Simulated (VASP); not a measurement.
TiSn, 2 atoms in the cell. Symmetry: Fm-3m, No. 225, cubic system. The conventional cell has a = 5.601 Å, b = 5.601 Å, c = 5.601 Å, α = 90.00°, β = 90.00°, γ = 90.00°. Ti (site symmetry m-3m) has 6 Sn at 2.80 Å within 3.7 Å. Sn (site symmetry m-3m) has 6 Ti at 2.80 Å within 3.7 Å. 

* Program: VASP 6.6.1
* Task: relaxation of cell and atoms
* Functional: PBE
* Potentials or basis: VASP PAW PBE potentials, release 64 (Ti_sv, Sn_d)
* Cutoff: 600 eV
* k mesh: 8 × 8 × 8
* Occupations: fermi-dirac, width 0.05 eV
* Spin: no spin polarisation
* Target pressure: 10 GPa
* Dipole correction: no
* Further INCAR settings: ALGO = Fast; EDIFF = 1e-06; IBRION = 2; EDIFFG = -0.01; NSW = 60; ISIF = 3

Potentials or basis: VASP PAW PBE potentials, release 64 (Ti_sv, Sn_d).

The run is started by

```bash
$ cat potpaw_PBE.64/Ti_sv/POTCAR potpaw_PBE.64/Sn_d/POTCAR > POTCAR
$ mpirun -np 1 vasp_std > vasp.out
```

Hardware: 1 thread of AMD EPYC 9R45 96-Core Processor (Zen 5), with other jobs on the host.

Task: How long does it take, and how much memory?

Result: Run time: 3.7 min on 1 thread of AMD EPYC 9R45 96-Core Processor (Zen 5), with other jobs on the host, peak memory 0.18 GiB. Counts: scf iterations 190, k points 29, ion steps 4.
